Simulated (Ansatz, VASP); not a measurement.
**W in VASP and in Ansatz**

```
W
1.0
    -1.59261    1.59261    1.59261
     1.59261   -1.59261    1.59261
     1.59261    1.59261   -1.59261
W
1
Direct
  0.00000 0.00000 0.00000
```

Alike in both runs: functional PBE; k mesh 18 × 18 × 18; occupations fermi-dirac, width 0.05 eV; non-collinear spin, spin-orbit coupling.

Ansatz relaxed the structure, and its values are those at the end. VASP's run is a single point on that final structure, the one shown.

|  | VASP | Ansatz |
| --- | --- | --- |
| version | VASP 6.6.1 | Ansatz 0.2.0 |
| potentials or method | VASP PAW PBE potentials, release 64 (W_sv), cutoff 520 eV | all-electron LAPW |

```tsv
	VASP	Ansatz	Ansatz less VASP
pressure (GPa)	1.0	0.0	-1.05
net moment per atom (μB)	0.00	0.00	0.000
```

Ansatz ran all-electron here, and VASP with PAW potentials.
